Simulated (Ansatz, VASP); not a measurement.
Os in VASP and in Ansatz

INCAR

```
SYSTEM = Os
PREC = Accurate
ENCUT = 520
EDIFF = 1E-6
ISMEAR = -1
SIGMA = 0.1
LREAL = .False.
LASPH = .True.
NELM = 100
ALGO = Normal
ISIF = 2
LWAVE = .False.
LCHARG = .False.
GGA = RP
NBANDS = 15
```

File KPOINTS:

```
Automatic mesh
0
Gamma
  11 11 11
  0 0 0
```

File POSCAR:

```
Os
1.0
    0.0000000000      2.8977315181      2.8977315181
    2.8977315181      0.0000000000      2.8977315181
    2.8977315181      2.8977315181      0.0000000000
Os
2
Direct
    0.1250000000      0.1250000000      0.1250000000
    0.8750000000      0.8750000000      0.8750000000
```

Input for Ansatz:

```yaml
crystal:
  lattice:
    - [0.0, 2.8977315181, 2.8977315181]
    - [2.8977315181, 0.0, 2.8977315181]
    - [2.8977315181, 2.8977315181, 0.0]
  atoms:
    - { symbol: Os, position: [0.125, 0.125, 0.125] }
    - { symbol: Os, position: [0.875, 0.875, 0.875] }
hamiltonian:
  xc: rpbe
  pseudopotentials:
    kind: paw
    azcp:
      Os: "pseudopotentials/Os.paw.azcp"
basis:
  ecutwfc: 420
  fft_grid_basis: typed
kpoints:
  mp_grid: { grid: [11, 11, 11], shift: [0, 0, 0] }
magnetization:
  spin_polarized: false
scf:
  occupations: { method: fermi_dirac, width: 0.1 }
  lower_state_search: "off"
output:
  stress: true
```

Alike in both runs: task single point; functional RPBE; k mesh 11 × 11 × 11; occupations fermi-dirac, width 0.1 eV; no spin polarisation.

```csv
,VASP,Ansatz
version,VASP 6.6.1,Ansatz 0.2.0
potentials or method,"VASP PAW PBE potentials, release 64 (Os), cutoff 520 eV","plane waves (420 eV) with PAW, scalar-relativistic"
valence electrons in the cell,16,32
```

```tsv
	VASP	Ansatz	Ansatz less VASP
pressure (GPa)	-17.6	-16.9	+0.72
```

VASP's potentials were made for PBE, not for RPBE. With one functional, cell and mesh, what is left measures potentials, basis and numerics. VASP's potentials hold 16 valence electrons a cell and Ansatz's 32, so a difference there can come from the potentials and not from the codes.

Spin-orbit coupling is off throughout.
